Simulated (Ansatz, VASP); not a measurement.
Two plane-wave programs on NaI

POSCAR

```
NaI
1.0
    0.0000000000      3.1703324822      3.1703324822
    3.1703324822      0.0000000000      3.1703324822
    3.1703324822      3.1703324822      0.0000000000
I Na
1 1
Direct
    0.5000000000      0.5000000000      0.5000000000
    0.0000000000      0.0000000000      0.0000000000
```

File INCAR.step1:

```
  PREC = Accurate
  ENCUT = 520
  EDIFF = 1E-5
  ISMEAR = -1
  SIGMA = 0.05
  LREAL = F
  LASPH = T
  NELM = 100
  ALGO = Normal
  ISIF = 2
  LWAVE = T
  LCHARG = F
  NBANDS = 14
  GGA = PE
```

The input INCAR.step2:

```
  PREC = Accurate
  ENCUT = 520
  EDIFF = 1E-6
  ISMEAR = -1
  SIGMA = 0.05
  LREAL = F
  LASPH = T
  NELM = 100
  ALGO = Normal
  ISIF = 2
  LWAVE = F
  LCHARG = F
  GGA = PE
  LHFCALC = T
  HFSCREEN = 0.2079
  PRECFOCK = Normal
  NBANDS = 14
  ISTART = 1
```

Contents of KPOINTS:

```
Automatic mesh
0
Gamma
  4 4 4
```

The input input:

```
crystal:
  lattice:
    - [0.0, 3.1703324822, 3.1703324822]
    - [3.1703324822, 0.0, 3.1703324822]
    - [3.1703324822, 3.1703324822, 0.0]
  atoms:
    - { symbol: I, position: [0.5, 0.5, 0.5] }
    - { symbol: Na, position: [0.0, 0.0, 0.0] }
hamiltonian:
  xc: hse06
  pseudopotentials: { kind: paw }
kpoints:
  mp_grid: { grid: [4, 4, 4] }
scf:
  occupations: { method: fermi_dirac, width: 0.05 }
output:
  forces: true
  stress: true
  eigenvalues: true
```

Alike in both runs: task single point; functional HSE06; k mesh 4 × 4 × 4; occupations fermi-dirac, width 0.05 eV; no spin polarisation.

|  | VASP | Ansatz |
| --- | --- | --- |
| version | VASP 6.6.1 | Ansatz 0.2.0 |
| potentials or method | VASP PAW PBE potentials, release 64 (I, Na_pv) | Ansatz PAW |
| plane-wave cutoff (eV) | 520 | 420 |
| valence electrons in the cell | 14 | 26 |

|  | VASP | Ansatz | Ansatz less VASP |
| --- | --- | --- | --- |
| gap on the k mesh at the Fermi level (eV) | 4.84 | 4.86 | +0.026 |
| least direct gap on the mesh (eV) | 4.84 | 4.86 | +0.026 |
| pressure (GPa) | 1.4 | 1.3 | -0.01 |

The functional is the same, so the differences come from potentials, cutoffs and numerics. VASP's potentials hold 14 valence electrons a cell and Ansatz's 26, so a difference there can come from the potentials and not from the codes.

The k mesh is coarse, so the values compare programs but aren't converged. Spin-orbit coupling is off throughout.
